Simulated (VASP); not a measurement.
# NaF (P6_3/mmc) in VASP: notebook

The runs below take NaF through single point, with PBE.

Everything below comes from runs of VASP 6.6.1. Logs are shortened: lines on timing, memory, paths and dates and some standing lists are left out, and cuts for length are marked.

### 1 The cell of the first run

Symmetry: P6_3/mmc, No. 194, hexagonal system. The conventional cell has a = 4.093 Å, b = 4.093 Å, c = 4.469 Å, α = 90.00°, β = 90.00°, γ = 120.00°. Na (site symmetry -6m2) has 5 F at 2.23 to 2.36 Å within 3.0 Å. Within 3.0 Å of F (site symmetry -6m2) lie 5 Na at 2.23 to 2.36 Å.

### 2 Single point, PBE (epitaxial xy strain +5.8%)

INCAR reads:

```
SYSTEM = NaF
PREC = Accurate ; ENCUT = 520
EDIFF = 1E-6 ; ISMEAR = -1
SIGMA = 0.02 ; LREAL = .False.
LASPH = .True. ; NELM = 100
ALGO = Normal ; ISIF = 2
LWAVE = .False. ; LCHARG = .False.
GGA = PE ; NBANDS = 22
```

KPOINTS reads:

```
regular mesh
0
Gamma
  12 12 6
  0 0 0
```

POSCAR reads:

```
NaF
1.0
    4.0927992171      0.0000000000      0.0000000000
   -2.0463996086      3.5444680946      0.0000000000
    0.0000000000      0.0000000000      4.4694480642
Na F
2 2
Direct
    0.3333333333      0.6666666667     -0.0625000000
    0.6666666667      0.3333333333      0.4375000000
    0.3333333333      0.6666666667      0.4375000000
    0.6666666667      0.3333333333      0.9375000000
```

Potentials or basis: VASP PAW PBE potentials, release 64 (Na_pv, F).

Run with:

```console
> cat potpaw_PBE.64/Na_pv/POTCAR potpaw_PBE.64/F/POTCAR > POTCAR
> mpirun -np 1 vasp_std > vasp.out
```

OUTCAR:

```text
SYSTEM = NaF
   PREC = Accurate
   ENCUT = 520
   EDIFF = 1E-6
   ISMEAR = -1
   LREAL = .False.
   LASPH = .True.
   NELM = 100
   ISIF = 2
   GGA = PE

 ion  position               nearest neighbor table
   1  0.333  0.667  0.938-   3 2.23   3 2.23
   2  0.667  0.333  0.438-   4 2.23   4 2.23
   3  0.333  0.667  0.438-   1 2.23   1 2.23
   4  0.667  0.333  0.938-   2 2.23   2 2.23

  LATTYP: Found a hexagonal cell.
 ALAT       =     4.0927992171
 C/A-ratio  =     1.0920271988

  Lattice vectors:

 A1 = (   4.0927992171,   0.0000000000,   0.0000000000)
 A2 = (  -2.0463996086,   3.5444680946,   0.0000000000)
 A3 = (   0.0000000000,   0.0000000000,   4.4694480642)

Analysis of symmetry for initial positions (statically):
=====================================================================
 Subroutine PRICEL returns:
 Original cell was already a primitive cell.

 Routine SETGRP: Setting up the symmetry group for a
 hexagonal supercell.

 Subroutine GETGRP returns: Found 24 space group operations
 (whereof  6 operations were pure point group operations)
 out of a pool of 24 trial point group operations.

The static configuration has the point symmetry C_3v.
 The point group associated with its full space group is D_6h.

Analysis of symmetry for dynamics (positions and initial velocities):
=====================================================================
 Subroutine PRICEL returns:
 Original cell was already a primitive cell.

 Routine SETGRP: Setting up the symmetry group for a
 hexagonal supercell.

 Subroutine GETGRP returns: Found 24 space group operations
 (whereof  6 operations were pure point group operations)
 out of a pool of 24 trial point group operations.

The dynamic configuration has the point symmetry C_3v.
 The point group associated with its full space group is D_6h.

 Subroutine INISYM returns: Found 24 space group operations
 (whereof  6 operations are pure point group operations),
 and found     1 'primitive' translations

----------------------------------------------------------------------------------------

                                     Primitive cell

  volume of cell :      64.8374

  direct lattice vectors                    reciprocal lattice vectors
     4.092799217  0.000000000  0.000000000     0.244331556  0.141064889  0.000000000
    -2.046399609  3.544468095  0.000000000     0.000000000  0.282129779  0.000000000
     0.000000000  0.000000000  4.469448064     0.000000000  0.000000000  0.223741273

  length of vectors
     4.092799217  4.092799217  4.469448064     0.282129779  0.282129779  0.223741273

  position of ions in fractional coordinates (direct lattice)
     0.333333333  0.666666667  0.937500000
     0.666666667  0.333333333  0.437500000
     0.333333333  0.666666667  0.437500000
     0.666666667  0.333333333  0.937500000

  ion indices of the primitive-cell ions
   primitive index   ion index
                 1           1
                 2           2
                 3           3
                 4           4

----------------------------------------------------------------------------------------

 KPOINTS: regular mesh

Automatic generation of k-mesh.
 Grid dimensions read from file:
 generate k-points for:   12   12    6

 Generating k-lattice:

  Cartesian coordinates                     Fractional coordinates (reciprocal lattice)
     0.020360963  0.011755407  0.000000000     0.083333333  0.000000000  0.000000000
     0.000000000  0.023510815  0.000000000     0.000000000  0.083333333  0.000000000
     0.000000000  0.000000000  0.037290212     0.000000000  0.000000000  0.166666667

  Length of vectors
     0.023510815  0.023510815  0.037290212

  Shift w.r.t. Gamma in fractional coordinates (k-lattice)
     0.000000000  0.000000000  0.000000000

 Subroutine IBZKPT returns following result:
 ===========================================

 Found     76 irreducible k-points:

 Following reciprocal coordinates:
            Coordinates               Weight
  0.000000  0.000000  0.000000      1.000000
  0.083333  0.000000  0.000000      6.000000
  0.166667  0.000000  0.000000      6.000000
  0.250000  0.000000  0.000000      6.000000
  0.333333  0.000000  0.000000      6.000000
  0.416667  0.000000  0.000000      6.000000
[... 16 lines left out ...]
  0.250000  0.000000  0.166667     12.000000
  0.333333  0.000000  0.166667     12.000000
 [... further k-points ...]
   k-points           NKPTS =     76   k-points in BZ     NKDIM =     76   number of bands    NBANDS=     22
   number of dos      NEDOS =    301   number of ions     NIONS =      4
   total plane-waves  NPLWV =  32400
   dimension x,y,z NGX =    30 NGY =   30 NGZ =   36
   dimension x,y,z NGXF=    60 NGYF=   60 NGZF=   72
   ions per type =               2   2
   NGX,Y,Z   is equivalent  to a cutoff of  12.19, 12.19, 13.39 a.u.
   NGXF,Y,Z  is equivalent  to a cutoff of  24.37, 24.37, 26.78 a.u.
 SYSTEM =  NaF
   PREC   = accura    normal or accurate (medium, high low for compatibility)
   ISTART =      0    job   : 0-new  1-cont  2-samecut
   ICHARG =      2    charge: 1-file 2-atom 10-const
   ISPIN  =      1    spin polarized calculation?
   LNONCOLLINEAR =      F non collinear calculations
   LSORBIT =      F    spin-orbit coupling
   LASPH  =      T    aspherical Exc in radial PAW
   ENCUT  =  520.0 eV  38.22 Ry    6.18 a.u.   7.61  7.61  8.31*2*pi/ulx,y,z
   NELM   =    100;   NELMIN=  2; NELMDL= -5     # of ELM steps
   EDIFF  = 0.1E-05   stopping-criterion for ELM
   LREAL  =      F    real-space projection
   EDIFFG = 0.1E-04   stopping-criterion for IOM
   NSW    =      0    number of steps for IOM
   IBRION =     -1    ionic relax: 0-MD 1-quasi-New 2-CG
   NFREE  =      0    steps in history (QN), initial steepest desc. (CG)
   ISIF   =      2    stress and relaxation
   ISYM   =      2    0-nonsym 1-usesym 2-fastsym
   POTIM  = 0.5000    time-step for ionic-motion
   TEBEG  =    0.0;   TEEND  =   0.0 temperature during run
   PSTRESS=    0.0 pullay stress
   NELECT =      28.0000    total number of electrons
   NUPDOWN=      -1.0000    fix difference up-down
   EMIN   =  10.00;   EMAX   =-10.00  energy-range for DOS
   EFERMI =   0.00;   METHOD = LEGACY
   ISMEAR =    -1;   SIGMA  =   0.02  broadening in eV -4-tet -1-fermi 0-gaus
   EFERMI_NEDOS =   21; number of points for ismear=-14 and -15
   IALGO  =     38    algorithm
   IMIX   =      4    mixing-type and parameters
     AMIX     =   0.40;   BMIX     =  1.00
     AMIX_MAG =   1.60;   BMIX_MAG =  1.00
  volume/ion in A,a.u.               =      16.21       109.39
  Fermi-wavevector in a.u.,A,eV,Ry     =   1.237425  2.338395 20.833536  1.531222
  Thomas-Fermi vector in A             =   2.371993
   LORBIT       =      0    0 simple, 1 ext, 2 COOP (PROOUT), +10 PAW based schemes
   GGA     = PE    functional components
   LHFCALC =     F    Hartree Fock is set to
   AEXX    =    0.0000 exact exchange contribution
   IVDW    =     0    specifies the selected vdW correction
   LEPSILON=     F    determine dielectric tensor
   LRPA    =     F    only Hartree local field effects (RPA)
 non-spin polarized calculation
  energy-cutoff  :      520.00
  volume of cell :       64.84
 maximum number of plane-waves:      1770
   NGX = 15   NGY = 15   NGZ = 17

 number of electron      28.0000026 magnetization

 Free energy of the ion-electron system (eV)
  ---------------------------------------------------
  ext. energy  EPLUGINS =         0.00000000
  ---------------------------------------------------
  free energy    TOTEN  =       -16.94621731 eV

  energy without entropy =      -16.94621731  energy(sigma->0) =      -16.94621731

 E-fermi :  -2.6378     XC(G=0):  -7.7317

 val. band max:       -3.1434461819   @ k =   0.0000   0.0000   0.0000
 cond. band min:       2.2657187059   @ k =   0.0000   0.0000   0.0000
 fundamental gap:      5.4091648878
 Fermi energy:        -2.6377763389

 k-point     1 :       0.0000    0.0000    0.0000
  band No.  band energies     occupation
      1     -22.4114      2.00000
      2     -22.4113      2.00000
      3     -22.4113      2.00000
      4     -22.3656      2.00000
      5     -22.3656      2.00000
      6     -22.3084      2.00000
[... 14 lines left out ...]
     21      13.5997      0.00000
     22      14.4059      0.00000

 k-point     2 :       0.0833    0.0000    0.0000
  band No.  band energies     occupation
      1     -22.4331      2.00000
      2     -22.4122      2.00000
      3     -22.4097      2.00000
      4     -22.4059      2.00000
      5     -22.3652      2.00000
      6     -22.3099      2.00000
[... 14 lines left out ...]
     21      13.7374      0.00000
     22      14.5153      0.00000

 k-point     3 :       0.1667    0.0000    0.0000
  band No.  band energies     occupation
      1     -22.4872      2.00000
      2     -22.4789      2.00000
      3     -22.4147      2.00000
      4     -22.4049      2.00000
      5     -22.3644      2.00000
      6     -22.3142      2.00000
[... 14 lines left out ...]
     21      13.8542      0.00000
     22      14.0192      0.00000

 k-point     4 :       0.2500    0.0000    0.0000
  band No.  band energies     occupation
      1     -22.5546      2.00000
      2     -22.5427      2.00000
      3     -22.4179      2.00000
      4     -22.3975      2.00000
      5     -22.3634      2.00000
      6     -22.3208      2.00000
[... 14 lines left out ...]
     21      13.2163      0.00000
     22      13.5265      0.00000

 k-point     5 :       0.3333    0.0000    0.0000
  band No.  band energies     occupation
      1     -22.6088      2.00000
      2     -22.5959      2.00000
      3     -22.4210      2.00000
      4     -22.3884      2.00000
      5     -22.3625      2.00000
      6     -22.3291      2.00000
[... 417 lines left out ...]
 k-point    22 :       0.1667    0.0000    0.1667
  band No.  band energies     occupation
      1     -22.5989      2.00000
      2     -22.5950      2.00000
      3     -22.4112      2.00000
      4     -22.3944      2.00000
      5     -22.3676      2.00000
      6     -22.3424      2.00000
[... 14 lines left out ...]
     21      13.4004      0.00000
     22      13.8154      0.00000

 k-point    23 :       0.2500    0.0000    0.1667
  band No.  band energies     occupation
      1     -22.6523      2.00000
      2     -22.6463      2.00000
      3     -22.4141      2.00000
      4     -22.3843      2.00000
      5     -22.3669      2.00000
      6     -22.3338      2.00000
[... 14 lines left out ...]
     21      13.1343      0.00000
     22      13.1347      0.00000

 k-point    24 :       0.3333    0.0000    0.1667
  band No.  band energies     occupation
      1     -22.6978      2.00000
      2     -22.6902      2.00000
      3     -22.4169      2.00000
      4     -22.3749      2.00000
      5     -22.3663      2.00000
      6     -22.3318      2.00000
[... 14 lines left out ...]
     21      12.8629      0.00000
     22      12.9012      0.00000

 [... further k-points ...]

------------------------ aborting loop because EDIFF is reached ----------------------------------------

  FORCE on cell =-STRESS in cart. coord.  units (eV):
  Direction    XX          YY          ZZ          XY          YZ          ZX
  --------------------------------------------------------------------------------------
  -------------------------------------------------------------------------------------
  Total       -0.7911044     -0.7911044      1.0757625      0.0000000     -0.0000000      0.0000000
  in kB      -19.5487483    -19.5487483     26.5828525      0.0000000     -0.0000000      0.0000000
  external PRESSURE =      -4.1715480 kB  Pullay stress =       0.0000000 kB

 VOLUME and BASIS-vectors are now :
 -----------------------------------------------------------------------------
  energy-cutoff  :      520.00
  volume of cell :       64.84
      direct lattice vectors                 reciprocal lattice vectors
     4.092799217  0.000000000  0.000000000     0.244331556  0.141064889  0.000000000
    -2.046399609  3.544468095  0.000000000     0.000000000  0.282129779  0.000000000
     0.000000000  0.000000000  4.469448064     0.000000000  0.000000000  0.223741273

 POSITION                                       TOTAL-FORCE (eV/Angst)
 -----------------------------------------------------------------------------------
     -0.00000      2.36298      4.19011        -0.000000     -0.000000      0.000000
      2.04640      1.18149      1.95538         0.000000      0.000000      0.000000
     -0.00000      2.36298      1.95538        -0.000000     -0.000000      0.000000
      2.04640      1.18149      4.19011        -0.000000      0.000000     -0.000000
 -----------------------------------------------------------------------------------
    total drift:                               -0.000000      0.000000      0.000000

  FREE ENERGIE OF THE ION-ELECTRON SYSTEM (eV)
  ---------------------------------------------------
  free  energy   TOTEN  =       -16.9462173073 eV

  energy  without entropy=      -16.9462173073  energy(sigma->0) =      -16.94621731
```

Run time: 78 s. Hardware: 1 thread of Oxide Virtual Turin-like, shared host; peak memory 0.19 GiB.

What came out:

```yaml
Free_energy: -16.9462 eV
Pressure: -0.4 GPa
Band_gap_on_the_k_mesh: 5.41 eV, direct
```

Stress tensor (GPa, compression positive):
```
-1.95  0.00  0.00
 0.00 -1.95  0.00
 0.00  0.00  2.66
```

Levels at points of the mesh, in eV from the valence-band top:
| k point | band 12 | band 13 | band 14 | band 15 | band 16 | band 17 |
| --- | --- | --- | --- | --- | --- | --- |
| (0.00, 0.00, 0.00) | -0.20 | -0.20 | 0.00 | 5.41 | 12.65 | 13.04 |
| (0.50, 0.00, 0.00) | -0.46 | -0.30 | -0.09 | 8.37 | 9.62 | 13.04 |
| (0.00, 0.00, 0.50) | -0.38 | -0.38 | -0.38 | 7.73 | 7.73 | 15.37 |
| (0.50, 0.00, 0.50) | -0.41 | -0.19 | -0.19 | 9.56 | 9.56 | 11.70 |

Caveat: the cell differs from its parent crystal (epitaxial xy strain +5.8%).

(Part 1 of 2 ends here.)
